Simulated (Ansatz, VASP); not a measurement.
## Two plane-wave programs on SiC4

The input INCAR:

```
ALGO = Normal ; EDIFF = 1E-7
ENCUT = 520 ; GGA = PE
ISIF = 2 ; ISMEAR = 0
ISPIN = 2 ; LASPH = T
LCHARG = T ; LELF = T
LORBIT = 11 ; LREAL = F
LVHAR = T ; LWAVE = F
MAGMOM = 0 1 1 1 1 ; NBANDS = 22
NELM = 150 ; PREC = Accurate
SIGMA = 0.1
```

File KPOINTS:

```
k-points
0
Gamma
  6 6 6
```

File POSCAR:

```
SiC4
1.0
   -1.9229846300      1.9229846300      3.6742441200
    1.9229846300     -1.9229846300      3.6742441200
    1.9229846300      1.9229846300     -3.6742441200
Si C
1 4
Direct
    0.0899862500      0.0899862500      0.0000000000
    0.0701730100      0.0701730100      0.6184052900
    0.4517677200      0.4517677200      0.3815947100
    0.0701730100      0.4517677200      0.0000000000
    0.4517677200      0.0701730100      0.0000000000
```

Input for Ansatz:

```yaml
crystal:
  lattice:
    - [-1.92298463, 1.92298463, 3.67424412]
    - [1.92298463, -1.92298463, 3.67424412]
    - [1.92298463, 1.92298463, -3.67424412]
  atoms:
    - { symbol: Si, position: [0.08998625, 0.08998625, 0.0] }
    - { symbol: C, position: [0.07017301, 0.07017301, 0.61840529], spin: 1.0 }
    - { symbol: C, position: [0.45176772, 0.45176772, 0.38159471], spin: 1.0 }
    - { symbol: C, position: [0.07017301, 0.45176772, 0.0], spin: 1.0 }
    - { symbol: C, position: [0.45176772, 0.07017301, 0.0], spin: 1.0 }
basis:
  ecutwfc: 420
kpoints:
  mp_grid: { grid: [6, 6, 6] }
hamiltonian:
  xc: pbe
scf:
  occupations: { method: gaussian, width: 0.1 }
  lower_state_search: "off"
output:
  forces: true
  stress: true
  eigenvalues: true
  populations: true
magnetization:
  spin_polarized: true
```

Alike in both runs: task single point; functional PBE; k mesh 6 × 6 × 6; occupations gaussian, width 0.1 eV; collinear spin.

|  | VASP | Ansatz |
| --- | --- | --- |
| version | VASP 6.6.1 | Ansatz 0.2.0 |
| potentials or method | VASP PAW PBE potentials, release 64 (Si, C), cutoff 520 eV | scalar-relativistic, plane waves, PAW |
| valence electrons in the cell | 20 | 20 |

```tsv
	VASP	Ansatz	Ansatz less VASP
gap on the k mesh at the Fermi level (eV)	none	none	-
rms of the force components (eV/Å)	7.269	7.237	-0.0318
net moment per atom (μB)	0.09	0.09	-0.003
size of the moment on the site where the two differ most (μB)	0.13	0.04	-0.090
```

Site moments also hang on the region over which each program counts them. Atom by atom the forces differ by 0.054 eV/Å (rms over components). A gap of «none» marks a metal or a gap that the smearing closes. With one functional, cell and mesh, what is left measures potentials, basis and numerics.

The k mesh is coarse, so the values compare programs but aren't converged.
